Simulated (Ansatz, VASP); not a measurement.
**Two plane-wave programs on NiO**

INCAR

```
PREC = Accurate ; ENCUT = 520
EDIFF = 1E-6 ; ISMEAR = 0
SIGMA = 0.1 ; LREAL = False
LASPH = True ; NELM = 150
ALGO = Normal ; ISIF = 2
LWAVE = False ; LCHARG = False
ISPIN = 2 ; MAGMOM = 2 0
LORBIT = 11 ; LMAXMIX = 4
GGA = PE ; NBANDS = 19
```

File KPOINTS:

```
Automatic mesh
0
Gamma
  8 8 8
```

Contents of POSCAR:

```
NiO
1.0
    0.0000000000      2.0931687937      2.0931687937
    2.0931687937      0.0000000000      2.0931687937
    2.0931687937      2.0931687937      0.0000000000
Ni O
1 1
Direct
    0.0000000000      0.0000000000      0.0000000000
    0.5000000000      0.5000000000      0.5000000000
```

Input for Ansatz:

```yaml
crystal:
  lattice:
    - [0.0, 2.0931687937, 2.0931687937]
    - [2.0931687937, 0.0, 2.0931687937]
    - [2.0931687937, 2.0931687937, 0.0]
  atoms:
    - { symbol: Ni, position: [0.0, 0.0, 0.0], spin: 2.0 }
    - { symbol: O, position: [0.5, 0.5, 0.5] }
basis:
  ecutwfc: 420
kpoints:
  mp_grid: { grid: [8, 8, 8] }
hamiltonian:
  xc: pbe
scf:
  occupations: { method: gaussian, width: 0.1 }
  lower_state_search: "off"
output:
  forces: true
  stress: true
  eigenvalues: true
  populations: true
magnetization:
  spin_polarized: true
```

Alike in both runs: task single point; functional PBE; k mesh 8 × 8 × 8; occupations gaussian, width 0.1 eV; collinear spin.

|  | VASP | Ansatz |
| --- | --- | --- |
| version | VASP 6.6.1 | Ansatz 0.2.0 |
| potentials or method | VASP PAW PBE potentials, release 64 (Ni, O), cutoff 520 eV | scalar-relativistic, plane waves, PAW |
| valence electrons in the cell | 16 | 24 |

|  | VASP | Ansatz | Ansatz less VASP |
| --- | --- | --- | --- |
| gap on the k mesh at the Fermi level (eV) | none | none | - |
| pressure (GPa) | 4.3 | 4.6 | +0.22 |
| net moment per atom (μB) | 0.91 | 0.92 | +0.009 |
| size of the moment on the site where the two differ most (μB) | 0.28 | 0.30 | +0.019 |

Site moments also hang on the region over which each program counts them. A gap of «none» marks a metal or a gap that the smearing closes. VASP's potentials hold 16 valence electrons a cell and Ansatz's 24, so a difference there can come from the potentials and not from the codes.
